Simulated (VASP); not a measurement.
# MgO (scan) (Fm-3m) in VASP: notebook, part 2 of 2

VASP 6.6.1.

### Step 3. Single point, r2SCAN

This run uses another cell than the first one, of 8.67 Å³/atom, 0.925 times its volume.

POSCAR

```
MgO
1.0
    0.0000000000      2.0542561431      2.0542561431
    2.0542561431      0.0000000000      2.0542561431
    2.0542561431      2.0542561431      0.0000000000
Mg O
1 1
Direct
    0.0000000000      0.0000000000      0.0000000000
    0.5000000000      0.5000000000      0.5000000000
```

INCAR.step1

```
SYSTEM = MgO
PREC = Accurate
ENCUT = 520
ISMEAR = 0
SIGMA = 0.02
LREAL = .False.
LASPH = .True.
NELM = 80
NBANDS = 11
GGA = PE
ALGO = Normal
EDIFF = 1E-4
LWAVE = .True.
LCHARG = .False.
```

INCAR.step2

```
SYSTEM = MgO
PREC = Accurate
ENCUT = 520
EDIFF = 1E-7
ISMEAR = 0
SIGMA = 0.02
LREAL = .False.
LASPH = .True.
NELM = 80
ALGO = Normal
ISIF = 2
LWAVE = .False.
LCHARG = .False.
METAGGA = R2SCAN
LMIXTAU = .True.
NBANDS = 11
ISTART = 1
```

KPOINTS

```
Automatic mesh
0
Gamma
  10 10 10
  0 0 0
```

Potentials or basis: VASP PAW PBE potentials, release 64 (Mg, O).

Launch:

```bash
> cat potpaw_PBE.64/Mg/POTCAR potpaw_PBE.64/O/POTCAR > POTCAR
> cp INCAR.step1 INCAR
> mpirun -np 1 vasp_std > vasp.out
> cp INCAR.step2 INCAR
> mpirun -np 1 vasp_std > vasp.out
```

Run time: 22 s. Hardware: 1 thread of Intel Xeon Platinum 8488C (Sapphire Rapids), shared host; peak memory 0.15 GiB.

It converged, with:

| Property | Result |
| --- | --- |
| Free energy | -16.1195 eV |
| Pressure | 12.1 GPa |
| Band gap on the k mesh | 6.40 eV, direct |

Levels at points of the mesh, in eV from the valence-band top:
```csv
k point,band 1,band 2,band 3,band 4,band 5,band 6,band 7,band 8,band 9
"(0.00, 0.00, 0.00)",-18.60,0.00,0.00,0.00,6.40,17.27,17.27,17.27,21.64
"(0.50, 0.00, 0.00)",-17.16,-4.96,-0.76,-0.76,9.31,14.71,18.23,18.23,23.59
"(0.50, 0.50, 0.00)",-16.88,-4.42,-1.48,-1.48,10.12,11.93,15.15,21.59,21.59
```

Caveat: the PAW data sets were made with another functional, which shifts forces and pressure a little.

### Step 4. Relaxation of cell and atoms, r2SCAN, target pressure 13.3 GPa, at which the enthalpy is minimised

POSCAR

```
MgO
1.0
    0.0000000000      2.1085000000      2.1085000000
    2.1085000000      0.0000000000      2.1085000000
    2.1085000000      2.1085000000      0.0000000000
Mg O
1 1
Direct
    0.0000000000      0.0000000000      0.0000000000
    0.5000000000      0.5000000000      0.5000000000
```

INCAR.step1

```
SYSTEM = MgO
PREC = Accurate
ENCUT = 600
ISMEAR = 0
SIGMA = 0.02
LREAL = .FALSE.
LASPH = .TRUE.
NELM = 80
GGA = PE
ALGO = Normal
EDIFF = 1E-4
LWAVE = .TRUE.
LCHARG = .FALSE.
```

INCAR.step2

```
SYSTEM = MgO
PREC = Accurate
ENCUT = 600
EDIFF = 1E-6
ISMEAR = 0
SIGMA = 0.02
LREAL = .FALSE.
LASPH = .TRUE.
NELM = 80
ALGO = Normal
ISIF = 3
LWAVE = .FALSE.
LCHARG = .FALSE.
METAGGA = R2SCAN
LMIXTAU = .TRUE.
IBRION = 2
NSW = 100
EDIFFG = -0.002
PSTRESS = 133.0
ISTART = 1
```

KPOINTS

```
regular mesh
0
G
  10 10 10
  0 0 0
```

Launch:

```bash
> cat potpaw_PBE.64/Mg/POTCAR potpaw_PBE.64/O/POTCAR > POTCAR
> cp INCAR.step1 INCAR
> mpirun -np 1 vasp_std > vasp.out
> cp INCAR.step2 INCAR
> mpirun -np 1 vasp_std > vasp.out
```

Wall time 81 s (1 thread of Intel Xeon Platinum 8488C (Sapphire Rapids), shared host); peak memory 0.16 GiB.

The run converged. Its results:

```
Free energy                                            : -16.1190 eV
Relaxed volume                                         : 8.61 Å³/atom
Relaxed cell                                           : a = 2.899 Å, b = 2.899 Å, c = 2.899 Å, α = 60.00°, β = 60.00°, γ = 60.00°
Space group after relaxing (to 0.05 Å)                 : Fm-3m (No. 225)
Energy change on relaxing (the enthalpy is what falls) : +22.1 meV/atom
Ionic steps                                            : 6
Pressure after relaxing                                : 13.3 GPa
Band gap on the k mesh                                 : 6.47 eV, direct
```

Step by step:
```
step  energy change (eV)  largest force (eV/Å)  pressure (GPa)  volume (Å³)
   1              0.0000                0.0000           -2.83        18.75
   2              0.1586                0.0000           27.09        16.30
   3              0.0437                0.0000           13.22        17.23
   4              0.0462                0.0000           13.60        17.20
   5              0.0431                0.0000           13.11        17.24
   6              0.0443                0.0000           13.30        17.22
```

Final structure:
```yaml
crystal:
  lattice:
    - [0.00000, 2.04972, 2.04972]
    - [2.04972, 0.00000, 2.04972]
    - [2.04972, 2.04972, 0.00000]
  atoms:
    - { symbol: Mg, position: [0.00000, 0.00000, 0.00000] }
    - { symbol: O, position: [0.50000, 0.50000, 0.50000] }
```

Levels at points of the mesh, in eV from the valence-band top:
| k point | band 1 | band 2 | band 3 | band 4 | band 5 | band 6 | band 7 | band 8 |
| --- | --- | --- | --- | --- | --- | --- | --- | --- |
| (0.00, 0.00, 0.00) | -18.63 | 0.00 | 0.00 | 0.00 | 6.47 | 17.32 | 17.32 | 17.32 |
| (0.50, 0.00, 0.00) | -17.17 | -4.99 | -0.77 | -0.77 | 9.36 | 14.80 | 18.30 | 18.30 |
| (0.50, 0.50, 0.00) | -16.90 | -4.45 | -1.49 | -1.49 | 10.14 | 12.01 | 15.23 | 21.70 |

Caveat: the cell is relaxed towards a set pressure, so the enthalpy falls and the energy may rise; the PAW data sets were made with another functional, which shifts forces and pressure a little. r2SCAN opens gaps a little over a GGA but as a rule still falls short of measured ones.

### Step 5. Single point, r2SCAN

This run uses another cell than the first one, of 8.67 Å³/atom, 0.925 times its volume.

POSCAR

```
MgO
1.0
    0.0000000000      2.0542561431      2.0542561431
    2.0542561431      0.0000000000      2.0542561431
    2.0542561431      2.0542561431      0.0000000000
Mg O
1 1
Direct
    0.0000000000      0.0000000000      0.0000000000
    0.5000000000      0.5000000000      0.5000000000
```

INCAR.step1

```
SYSTEM = MgO
PREC = Accurate
ENCUT = 660
ISMEAR = 0
SIGMA = 0.02
LREAL = .False.
LASPH = .True.
NELM = 120
NBANDS = 15
GGA = PE
ALGO = Normal
EDIFF = 1E-5
LWAVE = .True.
LCHARG = .False.
GGA_COMPAT = .False.
```

INCAR.step2

```
SYSTEM = MgO
PREC = Accurate
ENCUT = 660
EDIFF = 1E-6
ISMEAR = 0
SIGMA = 0.02
LREAL = .False.
LASPH = .True.
NELM = 120
ALGO = Normal
ISIF = 2
LWAVE = .False.
LCHARG = .False.
METAGGA = R2SCAN
LMIXTAU = .True.
NBANDS = 15
ISTART = 1
GGA_COMPAT = .False.
```

KPOINTS

```
Automatic mesh
0
Gamma
  10 10 10
  0 0 0
```

Potentials or basis: VASP PAW PBE potentials, release 64 (Mg_sv, O).

Launch:

```bash
> cat potpaw_PBE.64/Mg_sv/POTCAR potpaw_PBE.64/O/POTCAR > POTCAR
> cp INCAR.step1 INCAR
> mpirun -np 1 vasp_std > vasp.out
> cp INCAR.step2 INCAR
> mpirun -np 1 vasp_std > vasp.out
```

Run time: 38 s. Hardware: 1 thread of Intel Xeon 6975P-C (Granite Rapids), shared host; peak memory 0.15 GiB.

It converged, with:

| Item | Value |
| --- | --- |
| Free energy | -16.1180 eV |
| Pressure | 13.4 GPa |
| Band gap on the k mesh | 6.45 eV, direct |

Levels at points of the mesh, in eV from the valence-band top:
| k point | band 6 | band 7 | band 8 | band 9 | band 10 | band 11 |
| --- | --- | --- | --- | --- | --- | --- |
| (0.00, 0.00, 0.00) | 0.00 | 0.00 | 0.00 | 6.45 | 17.30 | 17.30 |
| (0.50, 0.00, 0.00) | -4.94 | -0.76 | -0.76 | 9.34 | 14.75 | 18.31 |
| (0.50, 0.50, 0.00) | -4.38 | -1.47 | -1.47 | 10.14 | 12.03 | 15.17 |

Caveat: the PAW data sets were made with another functional, which shifts forces and pressure a little. r2SCAN opens gaps a little over a GGA but as a rule still falls short of measured ones.

### Step 6. Single point, r2SCAN

POSCAR

```
MgO
1.0
    0.0000000000      2.1085000000      2.1085000000
    2.1085000000      0.0000000000      2.1085000000
    2.1085000000      2.1085000000      0.0000000000
Mg O
1 1
Direct
    0.0000000000      0.0000000000      0.0000000000
    0.5000000000      0.5000000000      0.5000000000
```

INCAR.step1

```
PREC = Accurate ; ENCUT = 660
ISMEAR = 0 ; SIGMA = 0.1
LREAL = F ; LASPH = T
NELM = 120 ; NBANDS = 15
GGA = PE ; ALGO = Normal
EDIFF = 1E-5 ; LWAVE = T
LCHARG = F ; GGA_COMPAT = F
```

INCAR.step2

```
PREC = Accurate ; ENCUT = 660
EDIFF = 1E-6 ; ISMEAR = 0
SIGMA = 0.1 ; LREAL = F
LASPH = T ; NELM = 120
ALGO = Normal ; ISIF = 2
LWAVE = F ; LCHARG = F
METAGGA = R2SCAN ; LMIXTAU = T
NBANDS = 15 ; ISTART = 1
GGA_COMPAT = F
```

KPOINTS

```
Automatic mesh
0
Gamma
  8 8 8
```

Potentials or basis: VASP PAW PBE potentials, release 64 (Mg_sv, O).

Launch:

```bash
> cat potpaw_PBE.64/Mg_sv/POTCAR potpaw_PBE.64/O/POTCAR > POTCAR
> cp INCAR.step1 INCAR
> mpirun -np 1 vasp_std > vasp.out
> cp INCAR.step2 INCAR
> mpirun -np 1 vasp_std > vasp.out
```

Run time: 45 s. Hardware: 1 thread of Intel Xeon Platinum 8375C at 2.90GHz (Ice Lake), shared host; peak memory 0.16 GiB.

Results (log left out):

- Free energy: -16.1733 eV
- Pressure: -1.6 GPa
- Band gap on the k mesh: 5.62 eV, direct

Levels at points of the mesh, in eV from the valence-band top:
| k point | band 4 | band 5 | band 6 | band 7 | band 8 | band 9 | band 10 | band 11 | band 12 | band 13 |
| --- | --- | --- | --- | --- | --- | --- | --- | --- | --- | --- |
| (0.00, 0.00, 0.00) | -40.08 | -18.17 | 0.00 | 0.00 | 0.00 | 5.62 | 16.84 | 16.84 | 16.84 | 20.94 |
| (0.50, 0.00, 0.00) | -40.09 | -16.90 | -4.58 | -0.67 | -0.67 | 8.81 | 13.81 | 17.47 | 17.47 | 22.47 |
| (0.50, 0.50, 0.00) | -40.11 | -16.70 | -4.06 | -1.36 | -1.36 | 10.04 | 11.13 | 14.28 | 20.40 | 20.40 |

Caveat: the PAW data sets were made with another functional, which shifts forces and pressure a little.

### Step 7. The runs side by side

| task | potentials or basis | cell | k mesh | cutoff (eV) | smearing | second run | gap on the mesh (eV) | pressure (GPa) |
| --- | --- | --- | --- | --- | --- | --- | --- | --- |
| single point | VASP PAW PBE potentials, release 64 (Mg, O) | a = 2.982 Å, angles 60.0°, 2 atoms | 8 × 8 × 8 | 520 | gaussian 0.1 eV | - | 5.57 | -2.6 |
| single point | VASP PAW PBE potentials, release 64 (Mg, O) | a = 2.905 Å, angles 60.0°, 2 atoms | 10 × 10 × 10 | 520 | gaussian 0.02 eV | - | 6.40 | 12.1 |
| relaxation of cell and atoms | VASP PAW PBE potentials, release 64 (Mg, O) | relaxed to 13.3 GPa from a = 2.982 Å, angles 60.0°, 2 atoms | 10 × 10 × 10 | 600 | gaussian 0.02 eV | - | 6.47 | 13.3 |
| single point | VASP PAW PBE potentials, release 64 (Mg_sv, O) | a = 2.905 Å, angles 60.0°, 2 atoms | 10 × 10 × 10 | 660 | gaussian 0.02 eV | valence_matched | 6.45 | 13.4 |
| single point | VASP PAW PBE potentials, release 64 (Mg_sv, O) | a = 2.982 Å, angles 60.0°, 2 atoms | 8 × 8 × 8 | 660 | gaussian 0.1 eV | valence_matched | 5.62 | -1.6 |

Alike in all rows: level r2SCAN; no spin polarisation.

Caveats: the PAW data sets were made with another functional, which shifts forces and pressure a little; the cell is relaxed towards a set pressure, so the enthalpy falls and the energy may rise (some runs).

Total energies depend on the potentials used, so only differences within one code and one set of settings carry meaning.

### Step 8. How close it comes

Step 2. Measured gap of MgO: 7.83 eV (quoted in “Electronic structure of alkaline earth and post-transition metal oxides”, 2009, arxiv:0908.1581). This calculation gives 5.57 eV (-2.26 eV). The value is that of r2SCAN, without temperature or zero-point motion.

Step 6. Measured gap of MgO: 7.83 eV (quoted in “Electronic structure of alkaline earth and post-transition metal oxides”, 2009, arxiv:0908.1581). This calculation gives 5.62 eV (-2.21 eV). The value is that of r2SCAN, without temperature or zero-point motion.
